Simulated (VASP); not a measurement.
# TiAl (F-43m) in VASP: a series of runs, part 3 of 3

VASP 6.6.1. The steps go on from the part before.

### Step 6. Relaxation of cell and atoms, PBE

This run uses another cell than the first one, of 27.28 Å³/atom.

The input, INCAR:

```
SYSTEM = TiAl
ALGO = Fast ; EDIFF = 1E-6
EDIFFG = -0.01 ; ENCUT = 600
GGA = PE ; IBRION = 2
ISIF = 3 ; ISMEAR = 0
LASPH = .True. ; LCHARG = .False.
LREAL = .False. ; LWAVE = .False.
NELM = 80 ; NSW = 100
PREC = Accurate ; SIGMA = 0.1
```

The input, KPOINTS:

```
k-points
0
Gamma
  16 16 16
  0 0 0
```

The input, POSCAR:

```
TiAl
1.0
    0.0000000000      3.0105148016      3.0105148016
    3.0105148016      0.0000000000      3.0105148016
    3.0105148016      3.0105148016      0.0000000000
Ti Al
1 1
Direct
    0.0000000000      0.0000000000      0.0000000000
    0.2500000000      0.2500000000      0.2500000000
```

Potentials or basis: VASP PAW PBE potentials, release 64 (Ti_sv, Al).

Run with:

```sh
cat potpaw_PBE.64/Ti_sv/POTCAR potpaw_PBE.64/Al/POTCAR > POTCAR
mpirun -np 1 vasp_std > vasp.out
```

OUTCAR:

```text
SYSTEM = TiAl
   EDIFF = 1E-6
   EDIFFG = -0.01
   ENCUT = 600
   GGA = PE
   IBRION = 2
   ISIF = 3
   ISMEAR = 0
   LASPH = .True.
   LREAL = .False.
   NELM = 80
   NSW = 100
   PREC = Accurate

 ion  position               nearest neighbor table
   1  0.000  0.000  0.000-   2 2.61   2 2.61   2 2.61   2 2.61
   2  0.250  0.250  0.250-   1 2.61   1 2.61   1 2.61   1 2.61

  LATTYP: Found a face centered cubic cell.
 ALAT       =     6.0210296032

  Lattice vectors:

 A1 = (   0.0000000000,   3.0105148016,   3.0105148016)
 A2 = (   3.0105148016,   0.0000000000,   3.0105148016)
 A3 = (   3.0105148016,   3.0105148016,   0.0000000000)

Analysis of symmetry for initial positions (statically):
=====================================================================
 Subroutine PRICEL returns:
 Original cell was already a primitive cell.

 Routine SETGRP: Setting up the symmetry group for a
 face centered cubic supercell.

 Subroutine GETGRP returns: Found 24 space group operations
 (whereof 24 operations were pure point group operations)
 out of a pool of 48 trial point group operations.

The static configuration has the point symmetry T_d .

Analysis of symmetry for dynamics (positions and initial velocities):
=====================================================================
 Subroutine PRICEL returns:
 Original cell was already a primitive cell.

 Routine SETGRP: Setting up the symmetry group for a
 face centered cubic supercell.

 Subroutine GETGRP returns: Found 24 space group operations
 (whereof 24 operations were pure point group operations)
 out of a pool of 48 trial point group operations.

The dynamic configuration has the point symmetry T_d .

 Subroutine INISYM returns: Found 24 space group operations
 (whereof 24 operations are pure point group operations),
 and found     1 'primitive' translations

----------------------------------------------------------------------------------------

                                     Primitive cell

  volume of cell :      54.5698

  direct lattice vectors                    reciprocal lattice vectors
     0.000000000  3.010514802  3.010514802    -0.166084551  0.166084551  0.166084551
     3.010514802  0.000000000  3.010514802     0.166084551 -0.166084551  0.166084551
     3.010514802  3.010514802  0.000000000     0.166084551  0.166084551 -0.166084551

  length of vectors
     4.257510862  4.257510862  4.257510862     0.287666881  0.287666881  0.287666881

  position of ions in fractional coordinates (direct lattice)
     0.000000000  0.000000000  0.000000000
     0.250000000  0.250000000  0.250000000

  ion indices of the primitive-cell ions
   primitive index   ion index
                 1           1
[... 110 lines left out ...]
 maximum number of plane-waves:      1841
 NGX is ok and might be reduce to    36
   NGX = 17   NGY = 17   NGZ = 17

--------------------------------------- Ionic step        1  -------------------------------------------

 number of electron      15.0000000 magnetization

 Free energy of the ion-electron system (eV)
  ---------------------------------------------------
  ext. energy  EPLUGINS =         0.00000000
  ---------------------------------------------------
  free energy    TOTEN  =        -8.69080207 eV

  energy without entropy =       -8.67160898  energy(sigma->0) =       -8.68120552

------------------------ aborting loop because EDIFF is reached ----------------------------------------

  FORCE on cell =-STRESS in cart. coord.  units (eV):
  Direction    XX          YY          ZZ          XY          YZ          ZX
  --------------------------------------------------------------------------------------
  -------------------------------------------------------------------------------------
  Total        0.0328308      0.0328308      0.0328308     -0.0000000      0.0000000      0.0000000
  in kB        0.9639179      0.9639179      0.9639179     -0.0000000      0.0000000      0.0000000
  external PRESSURE =       0.9639179 kB  Pullay stress =       0.0000000 kB

 VOLUME and BASIS-vectors are now :
 -----------------------------------------------------------------------------
  energy-cutoff  :      600.00
  volume of cell :       54.57
      direct lattice vectors                 reciprocal lattice vectors
     0.000000000  3.010514802  3.010514802    -0.166084551  0.166084551  0.166084551
     3.010514802  0.000000000  3.010514802     0.166084551 -0.166084551  0.166084551
     3.010514802  3.010514802  0.000000000     0.166084551  0.166084551 -0.166084551

 POSITION                                       TOTAL-FORCE (eV/Angst)
 -----------------------------------------------------------------------------------
      0.00000      0.00000      0.00000         0.000000     -0.000000     -0.000000
      1.50526      1.50526      1.50526        -0.000000      0.000000      0.000000
 -----------------------------------------------------------------------------------
    total drift:                                0.000000      0.000000      0.000000

  FREE ENERGIE OF THE ION-ELECTRON SYSTEM (eV)
  ---------------------------------------------------
  free  energy   TOTEN  =        -8.6908020692 eV

  energy  without entropy=       -8.6716089757  energy(sigma->0) =       -8.68120552

--------------------------------------- Ionic step        2  -------------------------------------------

 number of electron      15.0000000 magnetization

 Free energy of the ion-electron system (eV)
  ---------------------------------------------------
  ext. energy  EPLUGINS =         0.00000000
  ---------------------------------------------------
  free energy    TOTEN  =        -8.69085340 eV

  energy without entropy =       -8.67159937  energy(sigma->0) =       -8.68122639

 E-fermi :   3.3236     XC(G=0):  -8.7066

 val. band max:        3.3213384786   @ k =   0.3750   0.2500   0.0000
 cond. band min:       3.3238671542   @ k =   0.5000   0.4375   0.0000
 fundamental gap:      0.0025286757
 Fermi energy:         3.3236050983

 k-point     1 :       0.0000    0.0000    0.0000
  band No.  band energies     occupation
      1     -53.6898      2.00000
      2     -29.9598      2.00000
      3     -29.9598      2.00000
      4     -29.9598      2.00000
      5      -2.9947      2.00000
      6       2.8816      2.00000
      7       2.8816      2.00000
      8       2.8816      2.00000
      9       4.2094      0.00000
     10       4.2094      0.00000
     11      10.0670      0.00000
[... 309 lines left out ...]
 k-point    24 :      -0.0625    0.0625    0.0000
  band No.  band energies     occupation
      1     -53.6897      2.00000
      2     -29.9608      2.00000
      3     -29.9601      2.00000
      4     -29.9599      2.00000
      5      -2.8744      2.00000
      6       2.7789      2.00000
      7       2.9130      2.00000
      8       2.9212      2.00000
      9       4.1623      0.00000
     10       4.2153      0.00000
     11       8.7507      0.00000

 [... further k-points ...]

------------------------ aborting loop because EDIFF is reached ----------------------------------------

  FORCE on cell =-STRESS in cart. coord.  units (eV):
  Direction    XX          YY          ZZ          XY          YZ          ZX
  --------------------------------------------------------------------------------------
  -------------------------------------------------------------------------------------
  Total        0.0103040      0.0103040      0.0103040     -0.0000000     -0.0000000      0.0000000
  in kB        0.3018108      0.3018108      0.3018108     -0.0000000     -0.0000000      0.0000000
  external PRESSURE =       0.3018108 kB  Pullay stress =       0.0000000 kB

 VOLUME and BASIS-vectors are now :
 -----------------------------------------------------------------------------
  energy-cutoff  :      600.00
  volume of cell :       54.70
      direct lattice vectors                 reciprocal lattice vectors
    -0.000000000  3.012898898  3.012898898    -0.165953129  0.165953129  0.165953129
     3.012898898  0.000000000  3.012898898     0.165953129 -0.165953129  0.165953129
     3.012898898  3.012898898  0.000000000     0.165953129  0.165953129 -0.165953129

 POSITION                                       TOTAL-FORCE (eV/Angst)
 -----------------------------------------------------------------------------------
     -0.00000      3.01290      3.01290        -0.000000     -0.000000      0.000000
      1.50645      1.50645      1.50645         0.000000      0.000000     -0.000000
 -----------------------------------------------------------------------------------
    total drift:                                0.000000      0.000000      0.000000

  FREE ENERGIE OF THE ION-ELECTRON SYSTEM (eV)
  ---------------------------------------------------
  free  energy   TOTEN  =        -8.6908534023 eV

  energy  without entropy=       -8.6715993690  energy(sigma->0) =       -8.68122639

 reached required accuracy - stopping structural energy minimisation
```

OSZICAR:

```text
N       E                     dE             d eps       ncg     rms          rms(c)
DAV:   1     0.947896119345E+02    0.94790E+02   -0.76709E+03  3190   0.138E+03
DAV:   2    -0.322789845666E+01   -0.98018E+02   -0.95977E+02  3208   0.323E+02
DAV:   3    -0.102689941640E+02   -0.70411E+01   -0.67407E+01  5548   0.832E+01
[... 36 lines left out ...]
RMM:   7    -0.869085130479E+01   -0.12378E-04   -0.51958E-05  4069   0.744E-02    0.136E-02
RMM:   8    -0.869085075691E+01    0.54788E-06   -0.57055E-05  3634   0.434E-02    0.397E-03
RMM:   9    -0.869085177201E+01   -0.10151E-05   -0.15000E-05  3464   0.286E-02    0.561E-03
RMM:  10    -0.869085378887E+01   -0.20169E-05   -0.17246E-05  3633   0.410E-02    0.150E-02
RMM:  11    -0.869085340227E+01    0.38659E-06   -0.59410E-06  3083   0.214E-02
   2 F= -.86908534E+01 E0= -.86812264E+01  d E =-.513331E-04
```

CONTCAR:

```text
TiAl
   1.00000000000000
    -0.0000000000000000    3.0128988976194093    3.0128988976194093
     3.0128988976194093    0.0000000000000000    3.0128988976194093
     3.0128988976194093    3.0128988976194093    0.0000000000000000
  Ti              Al
     1     1
Direct
     1.0000000000000000    0.0000000000000000    0.0000000000000000
     0.2500000000000000    0.2500000000000000    0.2500000000000000

  0.00000000E+00  0.00000000E+00  0.00000000E+00
  0.00000000E+00  0.00000000E+00  0.00000000E+00
```

Run time: 5.1 min. Hardware: 1 thread of AMD EPYC 7R13 (Zen 3), shared host; peak memory 0.27 GiB.

Results:

- Free energy: -8.6909 eV
- Relaxed volume: 27.35 Å³/atom
- Relaxed cell: a = 4.261 Å, b = 4.261 Å, c = 4.261 Å, α = 60.00°, β = 60.00°, γ = 60.00°
- Space group after relaxing (to 0.1 Å): F-43m (No. 216)
- Energy gained by relaxing: 0.0 meV/atom
- Ionic steps: 2
- Pressure after relaxing: 0.0 GPa
- Band gap on the k mesh: zero (an odd number of electrons rules out a gap without spin polarisation)

Final structure:
```
Ti Al
1.0
     0.00000    3.01290    3.01290
     3.01290    0.00000    3.01290
     3.01290    3.01290    0.00000
Ti Al
1 1
Direct
  0.00000 0.00000 0.00000
  0.25000 0.25000 0.25000
```

### Step 7. The runs side by side

| task | cell | k mesh | cutoff (eV) | gap on the mesh (eV) | pressure (GPa) | relaxed volume (Å³/atom) |
| --- | --- | --- | --- | --- | --- | --- |
| single point | a = 3.636 Å, angles 60.0°, 2 atoms | 6 × 6 × 6 | 520 | none | 39.6 | - |
| single point | a = 4.258 Å, angles 60.0°, 2 atoms | 6 × 6 × 6 | 520 | none | -0.3 | - |
| relaxation of cell and atoms | relaxed from a = 3.636 Å, angles 60.0°, 2 atoms | 6 × 6 × 6 | 600 | none | -0.1 | 27.26 |
| single point | a = 4.261 Å, angles 60.0°, 2 atoms | 16 × 16 × 16 | 520 | none | 0.0 | - |
| relaxation of cell and atoms | relaxed from a = 4.258 Å, angles 60.0°, 2 atoms | 16 × 16 × 16 | 600 | none | 0.0 | 27.35 |

Alike in all rows: level PBE; potentials or basis VASP PAW PBE potentials, release 64 (Ti_sv, Al); no spin polarisation; smearing gaussian 0.1 eV.

Caveats: the cell stands under pressure (at least some runs); the volume moved by over 15 % at a fixed basis, so the end points are rough (at least some runs).

Absolute energies hang on the potentials; compare differences alone.

The gap in the log of VASP goes by the Fermi energy; the results here count the filled bands.